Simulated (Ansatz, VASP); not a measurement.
# Be: VASP beside Ansatz

File INCAR:

```
  ALGO = Normal
  EDIFF = 1E-6
  EDIFFG = -0.015
  ENCUT = 600
  GGA = PS
  IBRION = 2
  ISIF = 3
  ISMEAR = 0
  LASPH = T
  LCHARG = F
  LREAL = F
  LWAVE = F
  NELM = 100
  NSW = 100
  PREC = Accurate
  SIGMA = 0.1
```

File KPOINTS:

```
k-points
0
Gamma
  6 6 6
```

POSCAR

```
Be
1.0
    3.9905810759      0.0011769846      0.0401309068
    0.0011769846      3.9699093159     -0.0353044347
    0.0401309068     -0.0353044347      4.0353473360
Be
8
Direct
    0.4966330482      0.5069509824      0.5103406684
    0.9853622669     -0.0070589561      0.0151814428
    0.2607026911      0.0223982171      0.4841387859
    0.5077042451      0.2452579904     -0.0017854288
    0.4890132573      0.7335967610     -0.0123951546
    0.7350731594     -0.0042562026      0.4965909156
    0.0153947922      0.5086916105      0.7552928552
    0.0101165398      0.4944195972      0.2526359156
```

Input for Ansatz:

```yaml
crystal:
  lattice:
    - [3.9905810759, 0.0011769846, 0.0401309068]
    - [0.0011769846, 3.9699093159, -0.0353044347]
    - [0.0401309068, -0.0353044347, 4.035347336]
  atoms:
    - { symbol: Be, position: [0.4966330482, 0.5069509824, 0.5103406684] }
    - { symbol: Be, position: [0.9853622669, -0.0070589561, 0.0151814428] }
    - { symbol: Be, position: [0.2607026911, 0.0223982171, 0.4841387859] }
    - { symbol: Be, position: [0.5077042451, 0.2452579904, -0.0017854288] }
    - { symbol: Be, position: [0.4890132573, 0.733596761, -0.0123951546] }
    - { symbol: Be, position: [0.7350731594, -0.0042562026, 0.4965909156] }
    - { symbol: Be, position: [0.0153947922, 0.5086916105, 0.7552928552] }
    - { symbol: Be, position: [0.0101165398, 0.4944195972, 0.2526359156] }
basis:
  ecutwfc: 420
kpoints:
  mp_grid: { grid: [6, 6, 6] }
hamiltonian:
  xc: pbesol
scf:
  occupations: { method: gaussian, width: 0.1 }
output:
  forces: true
  stress: true
  eigenvalues: true
relax:
  adjacent_minimum: "off"
  f_tol: 0.015
  max_steps: 120
  cell: { stress_tol: 0.15 }
```

Change from the starting cell: beta-tungsten (A15) type (Pm-3n, No. 223); cell x1, atoms moved at random (sigma 0.05 Å) and cell strained at random (1.5 %), then relaxed without symmetry.

Alike in both runs: task relaxation of cell and atoms; functional PBEsol; k mesh 6 × 6 × 6; occupations gaussian, width 0.1 eV; no spin polarisation.

|  | VASP | Ansatz |
| --- | --- | --- |
| version | VASP 6.6.1 | Ansatz 0.2.0 |
| potentials or method | VASP PAW PBE potentials, release 64 (Be), cutoff 600 eV | scalar-relativistic, plane waves, PAW |
| valence electrons in the cell | 16 | 16 |

```csv
,VASP,Ansatz,Ansatz less VASP
"gap on the k mesh at the Fermi level, each at its own relaxed structure (eV)",none,none,-
relaxed volume (Å³/atom),8.14,8.12,-0.022
relaxed cell length with the largest relative difference (Å),4.043,4.039,-0.0040
```

VASP's potentials were made for PBE, not for PBEsol. A gap of «none» marks a metal or a gap that the smearing closes.
